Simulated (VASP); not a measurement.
# TiB (F-43m) in VASP: further runs

Runs on TiB. Level: r2SCAN. Tasks: single point, relaxation of cell and atoms.

All numbers are computed with VASP 6.6.1; they aren't measurements. Logs are shortened: lines on timing, memory, paths and dates and some standing lists are left out, and cuts for length are marked.

## Step 1: The cell of the first run

Symmetry: F-43m, No. 216, cubic system. The conventional cell has a = 4.953 Å, b = 4.953 Å, c = 4.953 Å, α = 90.00°, β = 90.00°, γ = 90.00°. Ti (site symmetry -43m) has 4 B at 2.14 Å within 2.8 Å. Within 2.8 Å of B (site symmetry -43m) lie 4 Ti at 2.14 Å.

## Step 2: Single point, r2SCAN

Contents of POSCAR:

```
TiB
1.0
    0.0000000000      2.4767207279      2.4767207279
    2.4767207279      0.0000000000      2.4767207279
    2.4767207279      2.4767207279      0.0000000000
Ti B
1 1
Direct
    0.7500000000      0.7500000000      0.7500000000
    0.0000000000      0.0000000000      0.0000000000
```

Contents of INCAR.step1:

```
PREC = Accurate
ENCUT = 520
ISMEAR = 0
SIGMA = 0.1
LREAL = F
LASPH = T
NELM = 100
NBANDS = 14
GGA = PE
ALGO = Normal
EDIFF = 1E-4
LWAVE = T
LCHARG = F
```

Contents of INCAR.step2:

```
PREC = Accurate
ENCUT = 520
EDIFF = 1E-6
ISMEAR = 0
SIGMA = 0.1
LREAL = F
LASPH = T
NELM = 100
ALGO = Normal
ISIF = 2
LWAVE = F
LCHARG = T
METAGGA = R2SCAN
LMIXTAU = T
LELF = T
LVHAR = T
NBANDS = 14
ISTART = 1
```

Contents of KPOINTS:

```
regular mesh
0
Gamma
  14 14 14
```

Potentials or basis: VASP PAW PBE potentials, release 64 (Ti_sv, B).

Started as:

```sh
$ cat potpaw_PBE.64/Ti_sv/POTCAR potpaw_PBE.64/B/POTCAR > POTCAR
$ cp INCAR.step1 INCAR
$ mpirun -np 1 vasp_std > vasp.out
$ cp INCAR.step2 INCAR
$ mpirun -np 1 vasp_std > vasp.out
```

OUTCAR:

```text
PREC = Accurate
   ENCUT = 520
   EDIFF = 1E-6
   ISMEAR = 0
   LREAL = F
   LASPH = T
   NELM = 100
   ISIF = 2
   METAGGA = R2SCAN
   ISTART = 1

 ion  position               nearest neighbor table
   1  0.750  0.750  0.750-   2 2.14   2 2.14   2 2.14   2 2.14
   2  0.000  0.000  0.000-   1 2.14   1 2.14   1 2.14   1 2.14

  LATTYP: Found a face centered cubic cell.
 ALAT       =     4.9534414558

  Lattice vectors:

 A1 = (   0.0000000000,   2.4767207279,   2.4767207279)
 A2 = (   2.4767207279,   0.0000000000,   2.4767207279)
 A3 = (   2.4767207279,   2.4767207279,   0.0000000000)

Analysis of symmetry for initial positions (statically):
=====================================================================
 Subroutine PRICEL returns:
 Original cell was already a primitive cell.

 Routine SETGRP: Setting up the symmetry group for a
 face centered cubic supercell.

 Subroutine GETGRP returns: Found 24 space group operations
 (whereof 24 operations were pure point group operations)
 out of a pool of 48 trial point group operations.

The static configuration has the point symmetry T_d .

Analysis of symmetry for dynamics (positions and initial velocities):
=====================================================================
 Subroutine PRICEL returns:
 Original cell was already a primitive cell.

 Routine SETGRP: Setting up the symmetry group for a
 face centered cubic supercell.

 Subroutine GETGRP returns: Found 24 space group operations
 (whereof 24 operations were pure point group operations)
 out of a pool of 48 trial point group operations.

The dynamic configuration has the point symmetry T_d .

 Subroutine INISYM returns: Found 24 space group operations
 (whereof 24 operations are pure point group operations),
 and found     1 'primitive' translations

----------------------------------------------------------------------------------------

                                     Primitive cell

  volume of cell :      30.3851

  direct lattice vectors                    reciprocal lattice vectors
     0.000000000  2.476720728  2.476720728    -0.201879846  0.201879846  0.201879846
     2.476720728  0.000000000  2.476720728     0.201879846 -0.201879846  0.201879846
     2.476720728  2.476720728  0.000000000     0.201879846  0.201879846 -0.201879846

  length of vectors
     3.502612044  3.502612044  3.502612044     0.349666151  0.349666151  0.349666151

  position of ions in fractional coordinates (direct lattice)
     0.750000000  0.750000000  0.750000000
     0.000000000  0.000000000  0.000000000

  ion indices of the primitive-cell ions
   primitive index   ion index
                 1           1
                 2           2

----------------------------------------------------------------------------------------

 KPOINTS: regular mesh

Automatic generation of k-mesh.
 Grid dimensions read from file:
 generate k-points for:   14   14   14

 Generating k-lattice:

  Cartesian coordinates                     Fractional coordinates (reciprocal lattice)
    -0.014419989  0.014419989  0.014419989     0.071428571  0.000000000  0.000000000
     0.014419989 -0.014419989  0.014419989     0.000000000  0.071428571  0.000000000
     0.014419989  0.014419989 -0.014419989     0.000000000  0.000000000  0.071428571

  Length of vectors
     0.024976154  0.024976154  0.024976154

  Shift w.r.t. Gamma in fractional coordinates (k-lattice)
     0.000000000  0.000000000  0.000000000

 Subroutine IBZKPT returns following result:
 ===========================================

 Found    104 irreducible k-points:

 Following reciprocal coordinates:
            Coordinates               Weight
  0.000000  0.000000  0.000000      1.000000
  0.071429  0.000000  0.000000      8.000000
  0.142857  0.000000  0.000000      8.000000
  0.214286  0.000000  0.000000      8.000000
  0.285714  0.000000  0.000000      8.000000
  0.357143  0.000000  0.000000      8.000000
[... 16 lines left out ...]
  0.214286  0.142857  0.000000     24.000000
  0.285714  0.142857  0.000000     24.000000
 [... further k-points ...]
   k-points           NKPTS =    104   k-points in BZ     NKDIM =    104   number of bands    NBANDS=     14
   number of dos      NEDOS =    301   number of ions     NIONS =      2
   total plane-waves  NPLWV =  21952
   dimension x,y,z NGX =    28 NGY =   28 NGZ =   28
   dimension x,y,z NGXF=    56 NGYF=   56 NGZF=   56
   ions per type =               1   1
   NGX,Y,Z   is equivalent  to a cutoff of  13.29, 13.29, 13.29 a.u.
   NGXF,Y,Z  is equivalent  to a cutoff of  26.58, 26.58, 26.58 a.u.
 SYSTEM =  unknown system
   PREC   = accura    normal or accurate (medium, high low for compatibility)
   ISTART =      1    job   : 0-new  1-cont  2-samecut
   ICHARG =      0    charge: 1-file 2-atom 10-const
   ISPIN  =      1    spin polarized calculation?
   LNONCOLLINEAR =      F non collinear calculations
   LSORBIT =      F    spin-orbit coupling
   LASPH  =      T    aspherical Exc in radial PAW
   ENCUT  =  520.0 eV  38.22 Ry    6.18 a.u.   6.51  6.51  6.51*2*pi/ulx,y,z
   NELM   =    100;   NELMIN=  2; NELMDL=  0     # of ELM steps
   EDIFF  = 0.1E-05   stopping-criterion for ELM
   LREAL  =      F    real-space projection
[... 7 lines left out ...]
   TEBEG  =    0.0;   TEEND  =   0.0 temperature during run
   PSTRESS=    0.0 pullay stress
   NELECT =      15.0000    total number of electrons
   NUPDOWN=      -1.0000    fix difference up-down
   EMIN   =  10.00;   EMAX   =-10.00  energy-range for DOS
   EFERMI =   0.00;   METHOD = LEGACY
   ISMEAR =     0;   SIGMA  =   0.10  broadening in eV -4-tet -1-fermi 0-gaus
   EFERMI_NEDOS =   21; number of points for ismear=-14 and -15
   IALGO  =     38    algorithm
   IMIX   =      4    mixing-type and parameters
     AMIX     =   0.40;   BMIX     =  1.00
     AMIX_MAG =   1.60;   BMIX_MAG =  1.00
  volume/ion in A,a.u.               =      15.19       102.52
  Fermi-wavevector in a.u.,A,eV,Ry     =   1.293853  2.445027 22.776903  1.674055
  Thomas-Fermi vector in A             =   2.425472
   LORBIT       =      0    0 simple, 1 ext, 2 COOP (PROOUT), +10 PAW based schemes
   METAGGA = R2SCAN    functional components
   LHFCALC =     F    Hartree Fock is set to
   AEXX    =    0.0000 exact exchange contribution
   IVDW    =     0    specifies the selected vdW correction
   LEPSILON=     F    determine dielectric tensor
   LRPA    =     F    only Hartree local field effects (RPA)
 non-spin polarized calculation
 Gauss-broadening in eV      SIGMA  =   0.10
  energy-cutoff  :      520.00
  volume of cell :       30.39
 maximum number of plane-waves:       869
 NGX is ok and might be reduce to    28
   NGX = 13   NGY = 13   NGZ = 13

 number of electron      15.0000003 magnetization

 Free energy of the ion-electron system (eV)
  ---------------------------------------------------
  ext. energy  EPLUGINS =         0.00000000
  ---------------------------------------------------
  free energy    TOTEN  =       -18.92146801 eV

  energy without entropy =      -18.91305745  energy(sigma->0) =      -18.91726273

 E-fermi :   4.6340     XC(G=0): -11.0625

 val. band max:        4.6214587088   @ k =   0.3571   0.2857   0.0000
 cond. band min:       4.6440766814   @ k =  -0.4286   0.3571   0.0000
 fundamental gap:      0.0226179726
 Fermi energy:         4.6340149489

 k-point     1 :       0.0000    0.0000    0.0000
  band No.  band energies     occupation
      1     -53.7936      2.00000
      2     -28.9691      2.00000
      3     -28.9691      2.00000
      4     -28.9691      2.00000
      5      -3.5918      2.00000
      6       3.5758      2.00000
      7       3.5758      2.00000
      8       3.5758      2.00000
      9       7.1067      0.00000
     10       7.1067      0.00000
     11      13.3743      0.00000
     12      13.5404      0.00000
     13      13.5404      0.00000
     14      13.5404      0.00000

 k-point     2 :       0.0714    0.0000    0.0000
  band No.  band energies     occupation
      1     -53.7929      2.00000
      2     -28.9758      2.00000
      3     -28.9702      2.00000
      4     -28.9701      2.00000
      5      -3.5053      2.00000
      6       3.5047      2.00000
      7       3.6120      2.00000
      8       3.6120      2.00000
      9       7.0807      0.00000
     10       7.0807      0.00000
     11      13.1327      0.00000
     12      13.4736      0.00000
     13      13.4736      0.00000
     14      13.6610      0.00000

 k-point     3 :       0.1429    0.0000    0.0000
  band No.  band energies     occupation
      1     -53.7911      2.00000
      2     -28.9948      2.00000
      3     -28.9731      2.00000
      4     -28.9731      2.00000
      5      -3.2532      2.00000
      6       3.3126      2.00000
      7       3.7096      2.00000
      8       3.7096      2.00000
      9       7.0253      0.00000
     10       7.0253      0.00000
     11      12.3485      0.00000
     12      13.2687      0.00000
     13      13.2687      0.00000
     14      14.1294      0.00000

 k-point     4 :       0.2143    0.0000    0.0000
  band No.  band energies     occupation
      1     -53.7884      2.00000
      2     -29.0221      2.00000
      3     -28.9774      2.00000
      4     -28.9773      2.00000
      5      -2.8596      2.00000
      6       3.0497      2.00000
      7       3.8378      2.00000
      8       3.8378      2.00000
      9       6.9968      0.00000
     10       6.9968      0.00000
     11      11.2629      0.00000
     12      12.9244      0.00000
     13      12.9245      0.00000
     14      14.7637      0.00000

 k-point     5 :       0.2857    0.0000    0.0000
  band No.  band energies     occupation
      1     -53.7855      2.00000
      2     -29.0523      2.00000
      3     -28.9821      2.00000
      4     -28.9821      2.00000
      5      -2.3702      2.00000
      6       2.7699      2.00000
      7       3.9548      2.00000
      8       3.9548      2.00000
      9       7.0528      0.00000
     10       7.0528      0.00000
     11      10.1029      0.00000
[... 276 lines left out ...]
 k-point    22 :       0.1429    0.1429    0.0000
  band No.  band energies     occupation
      1     -53.7903      2.00000
      2     -28.9940      2.00000
      3     -28.9791      2.00000
      4     -28.9791      2.00000
      5      -3.1403      2.00000
      6       3.2047      2.00000
      7       3.7895      2.00000
      8       3.7895      2.00000
      9       6.7048      0.00000
     10       7.2391      0.00000
     11      12.6649      0.00000
     12      12.6649      0.00000
     13      13.0732      0.00000
     14      14.1150      0.00000

 k-point    23 :       0.2143    0.1429    0.0000
  band No.  band energies     occupation
      1     -53.7883      2.00000
      2     -29.0118      2.00000
      3     -28.9841      2.00000
      4     -28.9829      2.00000
      5      -2.8485      2.00000
      6       3.0166      2.00000
      7       3.9013      2.00000
      8       3.9171      2.00000
      9       6.5459      0.00000
     10       7.2917      0.00000
     11      11.8847      0.00000
     12      12.2316      0.00000
     13      12.9034      0.00000
     14      14.5006      0.00000

 k-point    24 :       0.2857    0.1429    0.0000
  band No.  band energies     occupation
      1     -53.7857      2.00000
      2     -29.0366      2.00000
      3     -28.9893      2.00000
      4     -28.9876      2.00000
      5      -2.4343      2.00000
      6       2.8115      2.00000
      7       3.9865      2.00000
      8       4.0585      2.00000
      9       6.4960      0.00000
     10       7.3524      0.00000
     11      10.7407      0.00000
     12      11.7703      0.00000
     13      12.5792      0.00000
     14      15.0660      0.00000

 [... further k-points ...]
[... 5 lines left out ...]
  --------------------------------------------------------------------------------------
  -------------------------------------------------------------------------------------
  Total        0.0507236      0.0507236      0.0507236      0.0000000      0.0000000      0.0000000
  in kB        2.6746064      2.6746064      2.6746064      0.0000000      0.0000000      0.0000000
  external PRESSURE =       2.6746064 kB  Pullay stress =       0.0000000 kB

 VOLUME and BASIS-vectors are now :
 -----------------------------------------------------------------------------
  energy-cutoff  :      520.00
  volume of cell :       30.39
      direct lattice vectors                 reciprocal lattice vectors
     0.000000000  2.476720728  2.476720728    -0.201879846  0.201879846  0.201879846
     2.476720728  0.000000000  2.476720728     0.201879846 -0.201879846  0.201879846
     2.476720728  2.476720728  0.000000000     0.201879846  0.201879846 -0.201879846

 POSITION                                       TOTAL-FORCE (eV/Angst)
 -----------------------------------------------------------------------------------
      3.71508      3.71508      3.71508         0.000000      0.000000     -0.000000
      0.00000      0.00000      0.00000        -0.000000     -0.000000      0.000000
 -----------------------------------------------------------------------------------
    total drift:                                0.000001      0.000001      0.000001

  FREE ENERGIE OF THE ION-ELECTRON SYSTEM (eV)
  ---------------------------------------------------
  free  energy   TOTEN  =       -18.9214680140 eV

  energy  without entropy=      -18.9130574475  energy(sigma->0) =      -18.91726273
```

Wall time 2.9 min (1 thread of Intel Xeon 6975P-C, shared host); peak memory 0.2 GiB.

Results:

| Quantity | Value |
| --- | --- |
| Free energy | -18.9215 eV |
| Pressure | 0.3 GPa |

Caveat: the PAW data sets were made with another functional, which shifts forces and pressure a little.

(Part 1 of 2 ends here.)
